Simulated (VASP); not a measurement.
# GaSb in VASP: further runs, part 2 of 2

VASP 6.6.1. The steps go on from the part before.

**3. Single point, r2SCAN, non-collinear spin, zero start, spin-orbit coupling (uniaxial z strain -2.0%)**

The input, POSCAR:

```
GaSb
1.0
    0.0000000000      3.0658787979      3.0045612220
    3.0658787979      0.0000000000      3.0045612220
    3.0658787979      3.0658787979      0.0000000000
Ga Sb
1 1
Direct
    0.0000000000      0.0000000000      0.0000000000
    0.2500000000      0.2500000000      0.2500000000
```

The input, INCAR.step1:

```
SYSTEM = GaSb
PREC     = Accurate       ! precision mode
ENCUT    = 520            ! plane-wave cutoff, eV
ISMEAR   = -1             ! smearing method
SIGMA    = 0.02           ! smearing width, eV
LREAL    = .False.        ! projectors in reciprocal space
LASPH    = .True.         ! aspherical terms in the spheres
NELM     = 150            ! most SCF steps
LNONCOLLINEAR= .True.         ! non-collinear magnetism
MAGMOM   = 0 0 0 0 0 0    ! initial moments
LSORBIT  = .True.         ! spin-orbit coupling
GGA_COMPAT= .False.      
NBANDS   = 30             ! bands
GGA      = PE             ! functional
ALGO     = Normal         ! electronic algorithm
EDIFF    = 1E-4           ! SCF threshold, eV
LWAVE    = .True.         ! write WAVECAR
LCHARG   = .False.        ! write CHGCAR
```

The input, INCAR.step2:

```
SYSTEM = GaSb
PREC     = Accurate       ! precision mode
ENCUT    = 520            ! plane-wave cutoff, eV
EDIFF    = 1E-7           ! SCF threshold, eV
ISMEAR   = -1             ! smearing method
SIGMA    = 0.02           ! smearing width, eV
LREAL    = .False.        ! projectors in reciprocal space
LASPH    = .True.         ! aspherical terms in the spheres
NELM     = 150            ! most SCF steps
ALGO     = Normal         ! electronic algorithm
ISIF     = 2              ! what is computed and relaxed
LWAVE    = .False.        ! write WAVECAR
LCHARG   = .True.         ! write CHGCAR
LNONCOLLINEAR= .True.         ! non-collinear magnetism
MAGMOM   = 0 0 0 0 0 0    ! initial moments
LORBIT   = 11             ! projections on sites
LSORBIT  = .True.         ! spin-orbit coupling
GGA_COMPAT= .False.      
LORBMOM  = .True.       
METAGGA  = R2SCAN         ! meta-GGA
LMIXTAU  = .True.       
LVHAR    = .True.       
NBANDS   = 30             ! bands
ISTART   = 1
```

The input, KPOINTS:

```
Automatic mesh
0
Gamma
  8 8 8
  0 0 0
```

Potentials or basis: VASP PAW PBE potentials, release 64 (Ga_d, Sb).

On the command line:

```console
$ cat potpaw_PBE.64/Ga_d/POTCAR potpaw_PBE.64/Sb/POTCAR > POTCAR
$ cp INCAR.step1 INCAR
$ mpirun -np 1 vasp_ncl > vasp.out
$ cp INCAR.step2 INCAR
$ mpirun -np 1 vasp_ncl > vasp.out
```

OUTCAR:

```text
SYSTEM = GaSb
   PREC = Accurate
   ENCUT = 520
   EDIFF = 1E-7
   ISMEAR = -1
   LREAL = .False.
   LASPH = .True.
   NELM = 150
   ISIF = 2
   LNONCOLLINEAR = .True.
   LORBIT = 11
   LSORBIT = .True.
   METAGGA = R2SCAN
   ISTART = 1

 ion  position               nearest neighbor table
   1  0.000  0.000  0.000-   2 2.64   2 2.64   2 2.64   2 2.64
   2  0.250  0.250  0.250-   1 2.64   1 2.64   1 2.64   1 2.64

  LATTYP: Found a body centered tetragonal cell.
 ALAT       =     4.3358073766
 C/A-ratio  =     1.3859292912

  Lattice vectors:

 A1 = (   0.0000000000,  -3.0658787979,  -3.0045612220)
 A2 = (   0.0000000000,   3.0658787979,  -3.0045612220)
 A3 = (   3.0658787979,   0.0000000000,   3.0045612220)

Analysis of symmetry for initial positions (statically):
=====================================================================
 Subroutine PRICEL returns:
 Original cell was already a primitive cell.

 Routine SETGRP: Setting up the symmetry group for a
 body centered tetragonal supercell.

 Subroutine GETGRP returns: Found  8 space group operations
 (whereof  8 operations were pure point group operations)
 out of a pool of 16 trial point group operations.

The static configuration has the point symmetry D_2d.

Analysis of symmetry for dynamics (positions and initial velocities):
=====================================================================
 Subroutine PRICEL returns:
 Original cell was already a primitive cell.

 Routine SETGRP: Setting up the symmetry group for a
 body centered tetragonal supercell.

 Subroutine GETGRP returns: Found  8 space group operations
 (whereof  8 operations were pure point group operations)
 out of a pool of 16 trial point group operations.

The dynamic configuration has the point symmetry D_2d.

Analysis of structural, dynamic, and magnetic symmetry:
=====================================================================
 Subroutine PRICEL returns:
 Original cell was already a primitive cell.

 Routine SETGRP: Setting up the symmetry group for a
 body centered tetragonal supercell.

 Subroutine GETGRP returns: Found  8 space group operations
 (whereof  8 operations were pure point group operations)
 out of a pool of 16 trial point group operations.

The overall configuration has the point symmetry D_2d.

 Subroutine INISYM returns: Found  8 space group operations
 (whereof  8 operations are pure point group operations),
 and found     1 'primitive' translations

----------------------------------------------------------------------------------------

                                     Primitive cell

  volume of cell :      56.4834

  direct lattice vectors                    reciprocal lattice vectors
     0.000000000  3.065878798  3.004561222    -0.163085377  0.163085377  0.166413650
     3.065878798  0.000000000  3.004561222     0.163085377 -0.163085377  0.166413650
     3.065878798  3.065878798  0.000000000     0.163085377  0.163085377 -0.166413650

  length of vectors
     4.292668277  4.292668277  4.335807377     0.284406722  0.284406722  0.284406722

  position of ions in fractional coordinates (direct lattice)
[... 936 lines left out ...]
  --------------------------------------------------------------------------------------
  -------------------------------------------------------------------------------------
  Total        0.3369686      0.3369686      0.6711436      0.0000000      0.0000000      0.0000000
  in kB        9.5582621      9.5582621     19.0372864      0.0000000      0.0000000      0.0000000
  external PRESSURE =      12.7179369 kB  Pullay stress =       0.0000000 kB

 VOLUME and BASIS-vectors are now :
 -----------------------------------------------------------------------------
  energy-cutoff  :      520.00
  volume of cell :       56.48
      direct lattice vectors                 reciprocal lattice vectors
     0.000000000  3.065878798  3.004561222    -0.163085377  0.163085377  0.166413650
     3.065878798  0.000000000  3.004561222     0.163085377 -0.163085377  0.166413650
     3.065878798  3.065878798  0.000000000     0.163085377  0.163085377 -0.166413650

 POSITION                                       TOTAL-FORCE (eV/Angst)
 -----------------------------------------------------------------------------------
      0.00000      0.00000      0.00000        -0.000000      0.000000      0.000000
      1.53294      1.53294      1.50228         0.000000     -0.000000      0.000000
 -----------------------------------------------------------------------------------
    total drift:                               -0.000000     -0.000000     -0.000003

  FREE ENERGIE OF THE ION-ELECTRON SYSTEM (eV)
  ---------------------------------------------------
  free  energy   TOTEN  =       -37.6559791699 eV

  energy  without entropy=      -37.6559781018  energy(sigma->0) =      -37.65597864

 orbital moment (x)

 # of ion     p       d       tot
 ----------------------------------------
  1         0.000   0.000   0.000
  2         0.000  -0.000   0.000
 ----------------------------------------
            0.000   0.000   0.000

 orbital moment (y)

 # of ion     p       d       tot
 ----------------------------------------
  1         0.000   0.000   0.000
  2         0.000   0.000   0.000
 ----------------------------------------
            0.000   0.000   0.000

 orbital moment (z)

 # of ion     p       d       tot
 ----------------------------------------
  1         0.000  -0.000  -0.000
  2         0.000   0.000   0.000
 ----------------------------------------
            0.000  -0.000  -0.000

 Spin-Orbit-Coupling matrix elements

 Ion:    1  E_soc:     -0.0120729
 l=   1
     0.0000000    -0.0012235    -0.0012145
    -0.0012235     0.0000000    -0.0012235
    -0.0012145    -0.0012235     0.0000000
 l=   2
     0.0000000    -0.0001505     0.0000000    -0.0001505    -0.0006402
    -0.0001505     0.0000000    -0.0004808    -0.0001511    -0.0001605
     0.0000000    -0.0004808     0.0000000    -0.0004808     0.0000000
    -0.0001505    -0.0001511    -0.0004808     0.0000000    -0.0001605
    -0.0006402    -0.0001605     0.0000000    -0.0001605     0.0000000
 l=   3
     0.0000000     0.0000000     0.0000000     0.0000000     0.0000000     0.0000000     0.0000000
     0.0000000     0.0000000     0.0000000     0.0000000     0.0000000     0.0000000     0.0000000
     0.0000000     0.0000000     0.0000000     0.0000000     0.0000000     0.0000000     0.0000000
     0.0000000     0.0000000     0.0000000     0.0000000     0.0000000     0.0000000     0.0000000
     0.0000000     0.0000000     0.0000000     0.0000000     0.0000000     0.0000000     0.0000000
     0.0000000     0.0000000     0.0000000     0.0000000     0.0000000     0.0000000     0.0000000
     0.0000000     0.0000000     0.0000000     0.0000000     0.0000000     0.0000000     0.0000000

 Ion:    2  E_soc:     -0.1147917
 l=   1
     0.0000000    -0.0190245    -0.0188950
    -0.0190245     0.0000000    -0.0190245
    -0.0188950    -0.0190245     0.0000000
 l=   2
     0.0000000    -0.0000607     0.0000000    -0.0000607    -0.0000914
    -0.0000607     0.0000000    -0.0000672    -0.0000588    -0.0000230
     0.0000000    -0.0000672     0.0000000    -0.0000672     0.0000000
    -0.0000607    -0.0000588    -0.0000672     0.0000000    -0.0000230
    -0.0000914    -0.0000230     0.0000000    -0.0000230     0.0000000
 l=   3
     0.0000000     0.0000000     0.0000000     0.0000000     0.0000000     0.0000000     0.0000000
     0.0000000     0.0000000     0.0000000     0.0000000     0.0000000     0.0000000     0.0000000
     0.0000000     0.0000000     0.0000000     0.0000000     0.0000000     0.0000000     0.0000000
     0.0000000     0.0000000     0.0000000     0.0000000     0.0000000     0.0000000     0.0000000
     0.0000000     0.0000000     0.0000000     0.0000000     0.0000000     0.0000000     0.0000000
     0.0000000     0.0000000     0.0000000     0.0000000     0.0000000     0.0000000     0.0000000
     0.0000000     0.0000000     0.0000000     0.0000000     0.0000000     0.0000000     0.0000000

 total charge

# of ion       s       p       d       tot
------------------------------------------
    1        0.874   0.781   9.966  11.622
    2        1.103   1.370   0.030   2.502
--------------------------------------------------
tot          1.977   2.151   9.996  14.125

 magnetization (x)

# of ion       s       p       d       tot
------------------------------------------
    1       -0.000  -0.000   0.000  -0.000
    2        0.000   0.000   0.000   0.000
--------------------------------------------------
tot         -0.000  -0.000   0.000  -0.000

 magnetization (y)

# of ion       s       p       d       tot
------------------------------------------
    1        0.000   0.000  -0.000  -0.000
    2        0.000   0.000   0.000   0.000
--------------------------------------------------
tot          0.000   0.000  -0.000  -0.000

 magnetization (z)

# of ion       s       p       d       tot
------------------------------------------
    1       -0.000   0.000   0.000  -0.000
    2       -0.000   0.000  -0.000   0.000
--------------------------------------------------
tot         -0.000   0.000   0.000  -0.000
```

It took 18 min on 1 thread of AMD EPYC 9R45 (Zen 5), shared host; peak memory 0.47 GiB.

What came out:

```yaml
Free_energy: -37.6560 eV
Pressure: 1.3 GPa
Net_moment: 0.00 μB per cell
Valence_electrons_inside_the_program's_atomic_spheres: Ga 11.62; Sb 2.50
```

Stress tensor (GPa, compression positive):
```
0.96 0.00 0.00
0.00 0.96 0.00
0.00 0.00 1.90
```

Moments on the atoms (μB; x, y, z):
```
Ga  0.00 0.00 0.00
Sb  0.00 0.00 0.00
```

Caveat: the cell differs from its parent crystal (uniaxial z strain -2.0%); the PAW data sets were made with another functional, which shifts forces and pressure a little.
